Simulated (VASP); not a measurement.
# C (P6_3/mmc) in VASP: notebook, part 2 of 2

VASP 6.6.1. The steps go on from the part before.

**4. Relaxation of cell and atoms, PBE**

This run uses another cell than the first one, of 5.64 Å³/atom, 0.991 times its volume.

File INCAR:

```
SYSTEM = C
ALGO = Normal
EDIFF = 1E-6
EDIFFG = -0.04
ENCUT = 600
GGA = PE
IBRION = 2
ISIF = 3
ISMEAR = 0
LASPH = .TRUE.
LCHARG = .FALSE.
LREAL = Auto
LWAVE = .FALSE.
NELM = 100
NSW = 90
PREC = Accurate
SIGMA = 0.1
```

File KPOINTS:

```
k-points
0
G
  9 9 1
  0 0 0
```

File POSCAR:

```
C
1.0
    2.5138686042      0.0000000000      0.0000000000
   -1.2569343021      2.1770740730      0.0000000000
    0.0000000000      0.0000000000     16.5031838100
C
16
Direct
    0.0000000000      0.0000000000      0.9532899300
    0.6666666700      0.3333333300      0.2974096400
    0.3333333300      0.6666666700      0.7974096400
    0.6666666700      0.3333333300      0.2025903600
    0.3333333300      0.6666666700      0.0778874800
    0.3333333300      0.6666666700      0.3287820000
    0.3333333300      0.6666666700      0.4221125200
    0.6666666700      0.3333333300      0.6712180000
    0.3333333300      0.6666666700      0.7025903600
    0.0000000000      0.0000000000      0.4532899300
    0.0000000000      0.0000000000      0.0467100700
    0.3333333300      0.6666666700      0.1712180000
    0.6666666700      0.3333333300      0.8287820000
    0.0000000000      0.0000000000      0.5467100700
    0.6666666700      0.3333333300      0.5778874800
    0.6666666700      0.3333333300      0.9221125200
```

Potentials or basis: VASP PAW PBE potentials, release 64 (C).

Launch:

```
> cat potpaw_PBE.64/C/POTCAR > POTCAR
> mpirun -np 1 vasp_std > vasp.out
```

OUTCAR:

```text
SYSTEM = C
   EDIFF = 1E-6
   EDIFFG = -0.04
   ENCUT = 600
   GGA = PE
   IBRION = 2
   ISIF = 3
   ISMEAR = 0
   LASPH = .TRUE.
   LREAL = Auto
   NELM = 100
   NSW = 90
   PREC = Accurate

 ion  position               nearest neighbor table
   1  0.000  0.000  0.953-  16 1.54  16 1.54  16 1.54  11 1.54
   2  0.667  0.333  0.297-   6 1.54   6 1.54   6 1.54   4 1.56
   3  0.333  0.667  0.797-  13 1.54  13 1.54  13 1.54   9 1.56
   4  0.667  0.333  0.203-  12 1.54  12 1.54  12 1.54   2 1.56
   5  0.333  0.667  0.078-  11 1.54  11 1.54  11 1.54  12 1.54
   6  0.333  0.667  0.329-   7 1.54   2 1.54   2 1.54   2 1.54
[... 8 lines left out ...]
  15  0.667  0.333  0.578-  14 1.54  14 1.54  14 1.54   8 1.54
  16  0.667  0.333  0.922-   1 1.54   1 1.54   1 1.54  13 1.54

  LATTYP: Found a hexagonal cell.
 ALAT       =     2.5138686042
 C/A-ratio  =     6.5648553717

  Lattice vectors:

 A1 = (   2.5138686042,   0.0000000000,   0.0000000000)
 A2 = (  -1.2569343021,   2.1770740730,   0.0000000000)
 A3 = (   0.0000000000,   0.0000000000,  16.5031838100)

Analysis of symmetry for initial positions (statically):
=====================================================================
 Subroutine PRICEL returns:
[... 178 lines left out ...]
   NGX =  9   NGY =  9   NGZ = 65

--------------------------------------- Ionic step        1  -------------------------------------------

 number of electron      64.0000000 magnetization

 Free energy of the ion-electron system (eV)
  ---------------------------------------------------
  ext. energy  EPLUGINS =         0.00000000
  ---------------------------------------------------
  free energy    TOTEN  =      -145.43995593 eV

  energy without entropy =     -145.43995593  energy(sigma->0) =     -145.43995593

------------------------ aborting loop because EDIFF is reached ----------------------------------------

  FORCE on cell =-STRESS in cart. coord.  units (eV):
  Direction    XX          YY          ZZ          XY          YZ          ZX
  --------------------------------------------------------------------------------------
  -------------------------------------------------------------------------------------
  Total        2.3479251      2.3479251      2.2363950      0.0000000      0.0000000      0.0000000
  in kB       41.6496452     41.6496452     39.6712223      0.0000000      0.0000000      0.0000000
  external PRESSURE =      40.9901709 kB  Pullay stress =       0.0000000 kB
[... 87 lines left out ...]
--------------------------------------- Ionic step        3  -------------------------------------------

 number of electron      64.0000000 magnetization

 Free energy of the ion-electron system (eV)
  ---------------------------------------------------
  ext. energy  EPLUGINS =         0.00000000
  ---------------------------------------------------
  free energy    TOTEN  =      -145.45064895 eV

  energy without entropy =     -145.45064895  energy(sigma->0) =     -145.45064895

 E-fermi :  10.2376     XC(G=0): -13.2268

 val. band max:        9.7303263509   @ k =   0.0000   0.0000   0.0000
 cond. band min:      14.1238644845   @ k =   0.3333   0.0000   0.0000
 fundamental gap:      4.3935381335
 Fermi energy:        10.2375860721

 k-point     1 :       0.0000    0.0000    0.0000
  band No.  band energies     occupation
      1     -11.7608      2.00000
      2     -11.3617      2.00000
      3     -11.3024      2.00000
      4     -10.0867      2.00000
      5     -10.0344      2.00000
      6      -8.0378      2.00000
[... 560 lines left out ...]
  FREE ENERGIE OF THE ION-ELECTRON SYSTEM (eV)
  ---------------------------------------------------
  free  energy   TOTEN  =      -145.4506489479 eV

  energy  without entropy=     -145.4506489479  energy(sigma->0) =     -145.45064895

 reached required accuracy - stopping structural energy minimisation
```

Run time: 98 s. Hardware: 1 thread of Intel Xeon 6975P-C (Granite Rapids), shared host; peak memory 0.22 GiB.

Results:

* Free energy: -145.4506 eV
* Relaxed volume: 5.70 Å³/atom
* Relaxed cell: a = 2.522 Å, b = 2.522 Å, c = 16.553 Å, α = 90.00°, β = 90.00°, γ = 120.00°
* Space group after relaxing (to 0.05 Å): P6_3/mmc (No. 194)
* Energy gained by relaxing: 0.7 meV/atom
* Ionic steps: 3
* Pressure after relaxing: 0.0 GPa
* Largest force after relaxing: 0.005 eV/Å
* Band gap on the k mesh: 4.39 eV, indirect (least direct gap 5.42 eV)

Forces on the atoms (eV/Å):
```
C    0.000  0.000 -0.003
C    0.000  0.000  0.005
C    0.000  0.000  0.005
C    0.000  0.000 -0.005
C    0.000  0.000  0.001
C    0.000  0.000 -0.002
C    0.000  0.000 -0.001
C    0.000  0.000  0.002
C    0.000  0.000 -0.005
C    0.000  0.000 -0.003
C    0.000  0.000  0.003
C    0.000  0.000  0.002
C    0.000  0.000 -0.002
C    0.000  0.000  0.003
C    0.000  0.000  0.001
C    0.000  0.000 -0.001
```

Step by step:
```csv
step,energy change (eV),largest force (eV/Å),pressure (GPa),volume (Å³)
1,0.0000,0.0121,4.10,90.32
2,0.0056,0.0162,-4.89,92.22
3,-0.0107,0.0048,-0.01,91.17
```

Final structure:
```
C
1.0
     2.52182    0.00000    0.00000
    -1.26091    2.18396    0.00000
     0.00000    0.00000   16.55288
C
16
Direct
  0.00000 0.00000 0.95330
  0.66667 0.33333 0.29740
  0.33333 0.66667 0.79740
  0.66667 0.33333 0.20260
  0.33333 0.66667 0.07788
  0.33333 0.66667 0.32877
  0.33333 0.66667 0.42212
  0.66667 0.33333 0.67123
  0.33333 0.66667 0.70260
  0.00000 0.00000 0.45330
  0.00000 0.00000 0.04670
  0.33333 0.66667 0.17123
  0.66667 0.33333 0.82877
  0.00000 0.00000 0.54670
  0.66667 0.33333 0.57788
  0.66667 0.33333 0.92212
```

A k mesh can miss the band edges. PBE gaps usually lie below the measured ones, often by a third to a half.

**5. Single point, PBE**

This run uses another cell than the first one, of 5.64 Å³/atom, 0.991 times its volume.

File INCAR:

```
SYSTEM = C
ALGO     = Normal         ! electronic algorithm
EDIFF    = 1E-7           ! SCF threshold, eV
ENCUT    = 520            ! plane-wave cutoff, eV
GGA      = PE             ! functional
ISIF     = 2              ! what is computed and relaxed
ISMEAR   = 0              ! smearing method
LASPH    = .TRUE.         ! aspherical terms in the spheres
LCHARG   = .TRUE.         ! write CHGCAR
LELF     = .TRUE.         ! ELF
LREAL    = Auto         
LVHAR    = .TRUE.       
LWAVE    = .FALSE.        ! write WAVECAR
NBANDS   = 46             ! bands
NELM     = 100            ! most SCF steps
PREC     = Accurate       ! precision mode
SIGMA    = 0.1            ! smearing width, eV
```

KPOINTS is that of step 4.

POSCAR is that of step 4.

Potentials or basis: VASP PAW PBE potentials, release 64 (C).

Launch:

```
> cat potpaw_PBE.64/C/POTCAR > POTCAR
> mpirun -np 1 vasp_std > vasp.out
```

OUTCAR:

```text
SYSTEM = C
   EDIFF = 1E-7
   ENCUT = 520
   GGA = PE
   ISIF = 2
   ISMEAR = 0
   LASPH = .TRUE.
   LREAL = Auto
   NELM = 100
   PREC = Accurate

 ion  position               nearest neighbor table
   1  0.000  0.000  0.953-  16 1.54  16 1.54  16 1.54  11 1.54
   2  0.667  0.333  0.297-   6 1.54   6 1.54   6 1.54   4 1.56
   3  0.333  0.667  0.797-  13 1.54  13 1.54  13 1.54   9 1.56
   4  0.667  0.333  0.203-  12 1.54  12 1.54  12 1.54   2 1.56
   5  0.333  0.667  0.078-  11 1.54  11 1.54  11 1.54  12 1.54
[... 792 lines left out ...]
  Total        2.7707582      2.7707582      2.6668234      0.0000000      0.0000000      0.0000000
  in kB       49.1502463     49.1502463     47.3065554      0.0000000      0.0000000      0.0000000
  external PRESSURE =      48.5356827 kB  Pullay stress =       0.0000000 kB

 VOLUME and BASIS-vectors are now :
 -----------------------------------------------------------------------------
  energy-cutoff  :      520.00
  volume of cell :       90.32
      direct lattice vectors                 reciprocal lattice vectors
     2.513868604  0.000000000  0.000000000     0.397793265  0.229666049  0.000000000
    -1.256934302  2.177074073  0.000000000     0.000000000  0.459332097  0.000000000
     0.000000000  0.000000000 16.503183810     0.000000000  0.000000000  0.060594368

 POSITION                                       TOTAL-FORCE (eV/Angst)
 -----------------------------------------------------------------------------------
      0.00000      0.00000     15.73232        -0.000000     -0.000000      0.014835
      1.25693      0.72569      4.90821         0.000000      0.000000     -0.004990
     -0.00000      1.45138     13.15980        -0.000000     -0.000000     -0.004990
      1.25693      0.72569      3.34339         0.000000      0.000000      0.004990
     -0.00000      1.45138      1.28539         0.000000      0.000000     -0.008340
     -0.00000      1.45138      5.42595         0.000000     -0.000000     -0.012023
[... 8 lines left out ...]
      1.25693      0.72569      9.53698         0.000000     -0.000000     -0.008340
      1.25693      0.72569     15.21779        -0.000000     -0.000000      0.008340
 -----------------------------------------------------------------------------------
    total drift:                                0.000000     -0.000000      0.000000

  FREE ENERGIE OF THE ION-ELECTRON SYSTEM (eV)
  ---------------------------------------------------
  free  energy   TOTEN  =      -145.4048304319 eV

  energy  without entropy=     -145.4048304319  energy(sigma->0) =     -145.40483043
```

It took 53 s on 1 thread of Intel Xeon 6975P-C (Granite Rapids), shared host; peak memory 0.2 GiB.

What came out:

- Free energy: -145.4048 eV
- Pressure: 4.9 GPa
- Largest force: 0.015 eV/Å
- Band gap on the k mesh: 4.42 eV, indirect (least direct gap 5.44 eV)

Forces in eV/Å, atoms in the order of the input:
```
C    0.000  0.000  0.015
C    0.000  0.000 -0.005
C    0.000  0.000 -0.005
C    0.000  0.000  0.005
C    0.000  0.000 -0.008
C    0.000  0.000 -0.012
C    0.000  0.000  0.008
C    0.000  0.000  0.012
C    0.000  0.000  0.005
C    0.000  0.000  0.015
C    0.000  0.000 -0.015
C    0.000  0.000  0.012
C    0.000  0.000 -0.012
C    0.000  0.000 -0.015
C    0.000  0.000 -0.008
C    0.000  0.000  0.008
```

Stress tensor (GPa, compression positive):
```
4.92 0.00 0.00
0.00 4.92 0.00
0.00 0.00 4.73
```

Levels at points of the mesh, in eV from the valence-band top:
| k point | band 28 | band 29 | band 30 | band 31 | band 32 | band 33 | band 34 | band 35 | band 36 | band 37 |
| --- | --- | --- | --- | --- | --- | --- | --- | --- | --- | --- |
| (0.00, 0.00, 0.00) | -0.61 | -0.61 | -0.12 | 0.00 | 0.00 | 5.44 | 5.44 | 5.54 | 6.13 | 6.13 |

**6. Summary**

| task | cell | k mesh | cutoff (eV) | smearing | gap on the mesh (eV) | pressure (GPa) | largest force (eV/Å) |
| --- | --- | --- | --- | --- | --- | --- | --- |
| relaxation of cell and atoms | relaxed from a = 2.521, b = 2.521, c = 16.553 Å, angles 90.0, 90.0, 120.0°, 16 atoms | 12 × 12 × 2 | 600 | gaussian 0.02 eV | 4.40 | 0.1 | 0.01 |
| single point | a = 2.521, b = 2.521, c = 16.553 Å, angles 90.0, 90.0, 120.0°, 16 atoms | 9 × 9 × 1 | 520 | gaussian 0.1 eV | 4.39 | 0.8 | 0.01 |
| relaxation of cell and atoms | relaxed from a = 2.514, b = 2.514, c = 16.503 Å, angles 90.0, 90.0, 120.0°, 16 atoms | 9 × 9 × 1 | 600 | gaussian 0.1 eV | 4.39 | 0.0 | - |
| single point | a = 2.514, b = 2.514, c = 16.503 Å, angles 90.0, 90.0, 120.0°, 16 atoms | 9 × 9 × 1 | 520 | gaussian 0.1 eV | 4.42 | 4.9 | 0.01 |

Alike in all rows: level PBE; potentials or basis VASP PAW PBE potentials, release 64 (C); no spin polarisation.

Caveats: the relaxation stopped at its first step, so nothing moved (some runs).

Total energies depend on the potentials used, so only differences within one code and one set of settings carry meaning.
